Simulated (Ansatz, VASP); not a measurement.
Two plane-wave programs on BeS

```
S Be
1.0
     0.00000    2.45691    2.45691
     2.45691    0.00000    2.45691
     2.45691    2.45691    0.00000
S Be
1 1
Cartesian
  3.6854 3.6854 3.6854
  0.0000 0.0000 0.0000
```

Alike in both runs: task single point; functional HSE06; k mesh 6 × 6 × 6; occupations fermi-dirac, width 0.05 eV; no spin polarisation.

```csv
,VASP,Ansatz
version,VASP 6.6.1,Ansatz 0.2.0
potentials or method,"VASP PAW PBE potentials, release 64 (S, Be)",Ansatz PAW
plane-wave cutoff (eV),520,420
valence electrons in the cell,8,8
```

```csv
,VASP,Ansatz,Ansatz less VASP
gap on the k mesh at the Fermi level (eV),4.14,4.15,+0.008
least direct gap on the mesh (eV),6.72,6.72,+0.004
pressure (GPa),-3.6,-3.4,+0.12
```

The functional is the same, so the differences come from potentials, cutoffs and numerics.
